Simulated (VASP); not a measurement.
BAs: single point with PBE

The system is BAs.

```
CELL_PARAMETERS angstrom
0.00000 2.33974 2.33974
2.33974 0.00000 2.33974
2.33974 2.33974 0.00000
ATOMIC_POSITIONS crystal
As 0.75000 0.75000 0.75000
B 0.00000 0.00000 0.00000
```

```
Program                : VASP 6.6.1
Task                   : single point
Functional             : PBE
Potentials or basis    : VASP PAW PBE potentials, release 64 (As, B)
Cutoff                 : 520 eV
k mesh                 : 10 × 10 × 10
Occupations            : fermi-dirac, width 0.05 eV
Spin                   : non-collinear spin, zero start, spin-orbit coupling
Starting moments       : [[0.0, 0.0, 0.0], [0.0, 0.0, 0.0]] μB
Dipole correction      : no
Further INCAR settings : ALGO = Normal; EDIFF = 1e-07; NBANDS = 20
```

| Item | Value |
| --- | --- |
| Pressure | 13.7 GPa |
| Net moment | 0.00 μB per cell |
| Valence electrons inside the program's atomic spheres | As 2.99; B 1.92 |

Moments on the atoms (μB; x, y, z):
```
As  0.00 0.00 0.00
B   0.00 0.00 0.00
```

It took 65 s on 1 thread of Intel(R) Xeon(R) 6975P-C (Granite Rapids), on a shared host, peak memory 0.26 GiB.
